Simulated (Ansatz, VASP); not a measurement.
**Two plane-wave programs on LiH**

```
Li H
1.0
     0.00000    2.06610    2.06610
     2.06610    0.00000    2.06610
     2.06610    2.06610    0.00000
Li H
1 1
Cartesian
  0.0000 0.0000 0.0000
  2.0661 2.0661 2.0661
```

Alike in both runs: task single point; functional PBE; k mesh 10 × 10 × 10; occupations gaussian, width 0.01 eV; no spin polarisation.

|  | VASP | Ansatz |
| --- | --- | --- |
| version | VASP 6.6.1 | Ansatz 0.2.0 |
| potentials or method | VASP PAW PBE potentials, release 64 (Li_sv, H), cutoff 520 eV | scalar-relativistic, plane waves, PAW |
| valence electrons in the cell | 4 | 4 |

VASP gave:

| Property | Result |
| --- | --- |
| gap on the k mesh at the Fermi level (eV) | 3.04 |
| least direct gap on the mesh (eV) | 3.04 |

**Question.** Which values does Ansatz return?

**Answer.** gap on the k mesh at the Fermi level (eV): 3.05; least direct gap on the mesh (eV): 3.05.

Noted on VASP's run: the cutoff is short for stress, so the pressure is rough.
